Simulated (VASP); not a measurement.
# Al (P6_3/mmc) in VASP: further runs, part 2 of 2

VASP 6.6.1.

## (4) Single point, PBE+D3(BJ) (15.60 Å³/atom)

This run uses another cell than the first one, of 15.60 Å³/atom.

INCAR

```
SYSTEM = Al
  PREC = Accurate
  ENCUT = 520
  EDIFF = 1E-6
  ISMEAR = 0
  SIGMA = 0.15
  LREAL = .FALSE.
  LASPH = .TRUE.
  NELM = 100
  ALGO = Normal
  ISIF = 2
  LWAVE = .FALSE.
  LCHARG = .FALSE.
  GGA = PE
  IVDW = 12
  NBANDS = 14
```

KPOINTS

```
Automatic mesh
0
G
  18 18 6
  0 0 0
```

POSCAR

```
Al
1.0
    2.8601668707      0.0000000000      0.0000000000
   -1.4300834353      2.4769771691      0.0000000000
    0.0000000000      0.0000000000      8.8073118449
Al
4
Direct
    0.0000000000      0.0000000000      0.0000000000
    0.3333333333      0.6666666667      0.2500000000
    0.0000000000      0.0000000000      0.5000000000
    0.6666666667      0.3333333333      0.7500000000
```

Potentials or basis: VASP PAW PBE potentials, release 64 (Al).

Command:

```bash
$ cat potpaw_PBE.64/Al/POTCAR > POTCAR
$ mpirun -np 1 vasp_std > vasp.out
```

OUTCAR:

```text
SYSTEM = Al
   PREC = Accurate
   ENCUT = 520
   EDIFF = 1E-6
   ISMEAR = 0
   LREAL = .FALSE.
   LASPH = .TRUE.
   NELM = 100
   ISIF = 2
   GGA = PE
   IVDW = 12
 IVDW          = 12

 ion  position               nearest neighbor table
   1  0.000  0.000  0.000-   2 2.75   4 2.75   2 2.75   4 2.75   4 2.75   2 2.75
   2  0.333  0.667  0.250-   1 2.75   3 2.75   1 2.75   3 2.75   1 2.75   3 2.75
   3  0.000  0.000  0.500-   2 2.75   4 2.75   2 2.75   4 2.75   4 2.75   2 2.75
   4  0.667  0.333  0.750-   1 2.75   3 2.75   1 2.75   3 2.75   1 2.75   3 2.75

  LATTYP: Found a hexagonal cell.
 ALAT       =     2.8601668707
 C/A-ratio  =     3.0793000000

  Lattice vectors:

 A1 = (   2.8601668707,   0.0000000000,   0.0000000000)
 A2 = (  -1.4300834353,   2.4769771691,   0.0000000000)
 A3 = (   0.0000000000,   0.0000000000,   8.8073118449)

Analysis of symmetry for initial positions (statically):
=====================================================================
 Subroutine PRICEL returns:
 Original cell was already a primitive cell.

 Routine SETGRP: Setting up the symmetry group for a
 hexagonal supercell.

 Subroutine GETGRP returns: Found 24 space group operations
[... 193 lines left out ...]
     13      20.0562      0.00000
     14      20.2841      0.00000
[... 377 lines left out ...]
      1       1.9612      2.00000
      2       3.7495      2.00000
      3       3.7715      2.00000
      4       4.5099      2.00000
      5       6.3404      2.00000
      6       6.3868      2.00000
      7       8.7638      0.14277
      8       9.5868      0.00000
      9      10.8213      0.00000
     10      11.1910      0.00000
     11      12.3819      0.00000
     12      12.7031      0.00000
     13      13.0958      0.00000
     14      17.2522      0.00000

 [... further k-points ...]

------------------------ aborting loop because EDIFF is reached ----------------------------------------

 Edisp (eV)   -1.42635

 E8    (eV) :    -0.6384

  FORCE on cell =-STRESS in cart. coord.  units (eV):
  Direction    XX          YY          ZZ          XY          YZ          ZX
  --------------------------------------------------------------------------------------
  -------------------------------------------------------------------------------------
  Total       0.00858     0.00858     2.10315     0.00000    -0.00000     0.00000
  in kB       0.22026     0.22026    54.00379     0.00000    -0.00000     0.00000
  external pressure =       18.15 kB  Pullay stress =        0.00 kB

 VOLUME and BASIS-vectors are now :
 -----------------------------------------------------------------------------
  energy-cutoff  :      520.00
  volume of cell :       62.40
      direct lattice vectors                 reciprocal lattice vectors
     2.860166871  0.000000000  0.000000000     0.349629950  0.201858946  0.000000000
    -1.430083435  2.476977169  0.000000000     0.000000000  0.403717891  0.000000000
     0.000000000  0.000000000  8.807311845     0.000000000  0.000000000  0.113542023

 POSITION                                       TOTAL-FORCE (eV/Angst)
 -----------------------------------------------------------------------------------
      0.00000      0.00000      0.00000        -0.000000      0.000000     -0.000000
     -0.00000      1.65132      2.20183        -0.000000     -0.000000      0.000000
      0.00000      0.00000      4.40366        -0.000000      0.000000     -0.000000
      1.43008      0.82566      6.60548         0.000000      0.000000     -0.000000
 -----------------------------------------------------------------------------------
    total drift:                               -0.000000      0.000000      0.000000

  FREE ENERGIE OF THE ION-ELECTRON SYSTEM (eV)
  ---------------------------------------------------
  free  energy   TOTEN  =       -16.2597647239 eV

  energy  without entropy=      -16.2422288588  energy(sigma->0) =      -16.25099679
```

stdout:

```text
POSCAR found type information on POSCAR Al
 POSCAR found :  1 types and       4 ions
 scaLAPACK will be used
 LDA part: xc-table for (Slater+PW92), standard interpolation
 POSCAR, INCAR and KPOINTS ok, starting setup
 FFT: planning ... GRIDC
 FFT: planning ... GRID_SOFT
 FFT: planning ... GRID
 WAVECAR not read
 entering main loop
```

It took 33 s on 1 thread of Intel Xeon 6975P-C (Granite Rapids), shared host; peak memory 0.25 GiB.

What came out:

```yaml
Free_energy: -16.2598 eV
Pressure: 1.8 GPa
Band_gap_on_the_k_mesh: zero (bands 6 and 7 overlap by 6.61 eV)
Dispersion_energy_per_atom: -0.357 eV
```

Stress tensor (GPa, compression positive):
```
0.02 0.00 0.00
0.00 0.02 0.00
0.00 0.00 5.40
```

Caveat: the stress differs along the axes, from 0 to 5 GPa.

## (5) Single point, PBE+D3(BJ) (15.60 Å³/atom)

This run uses another cell than the first one, of 15.60 Å³/atom.

INCAR

```
SYSTEM = Al
PREC = Accurate ; ENCUT = 520
EDIFF = 1E-6 ; ISMEAR = 0
SIGMA = 0.15 ; LREAL = .FALSE.
LASPH = .TRUE. ; NELM = 60
ALGO = Normal ; ISIF = 2
LWAVE = .FALSE. ; LCHARG = .FALSE.
GGA = PE ; IVDW = 12
NBANDS = 14
```

KPOINTS

```
regular mesh
0
G
  18 18 6
  0 0 0
```

POSCAR

```
Al
1.0
    2.7996557800      0.0000000000      0.0000000000
   -1.3998278900      2.4245730273      0.0000000000
    0.0000000000      0.0000000000      9.1921444869
Al
4
Direct
    0.0000000000      0.0000000000      0.0000000000
    0.3333333333      0.6666666667      0.2500000000
    0.0000000000      0.0000000000      0.5000000000
    0.6666666667      0.3333333333      0.7500000000
```

Command:

```bash
$ cat potpaw_PBE.64/Al/POTCAR > POTCAR
$ mpirun -np 1 vasp_std > vasp.out
```

Run time: 39 s. Hardware: 1 thread of Intel Xeon 6975P-C (Granite Rapids), shared host; peak memory 0.25 GiB.

The run converged. Its results:

| Property | Result |
| --- | --- |
| Free energy | -16.3104 eV |
| Pressure | 1.4 GPa |
| Band gap on the k mesh | zero (bands 6 and 7 overlap by 5.55 eV) |
| Dispersion energy per atom | -0.357 eV |

Levels at points of the mesh, in eV from the Fermi level:
| k point | band 4 | band 5 | band 6 | band 7 | band 8 | band 9 |
| --- | --- | --- | --- | --- | --- | --- |
| (0.00, 0.00, 0.00) | -4.84 | -4.51 | 3.46 | 3.47 | 11.20 | 11.20 |
| (0.50, 0.00, 0.00) | -4.02 | -3.36 | -3.31 | 0.82 | 1.24 | 1.39 |
| (0.00, 0.00, 0.50) | -7.63 | -0.95 | -0.95 | 8.46 | 8.46 | 11.54 |
| (0.50, 0.00, 0.50) | -4.93 | -1.90 | -1.90 | -1.22 | -1.22 | 4.72 |

## (6) The runs side by side

| cell | gap on the mesh (eV) | pressure (GPa) |
| --- | --- | --- |
| a = 2.891, b = 2.891, c = 8.902 Å, angles 90.0, 90.0, 120.0°, 4 atoms | none | -1.0 |
| a = 2.740, b = 2.740, c = 9.594 Å, angles 90.0, 90.0, 120.0°, 4 atoms | none | 2.0 |
| a = 2.860, b = 2.860, c = 8.807 Å, angles 90.0, 90.0, 120.0°, 4 atoms | none | 1.8 |
| a = 2.800, b = 2.800, c = 9.192 Å, angles 90.0, 90.0, 120.0°, 4 atoms | none | 1.4 |

Alike in all rows: task single point; level PBE+D3(BJ); potentials or basis VASP PAW PBE potentials, release 64 (Al); no spin polarisation; k mesh 18 × 18 × 6; cutoff (eV) 520; smearing gaussian 0.15 eV.

Caveats: the stress differs along the axes, from -2 to 4 GPa (at least some runs); the stress differs along the axes, from 0 to 5 GPa (at least some runs).

Total energies depend on the potentials used, so only differences within one code and one set of settings carry meaning.
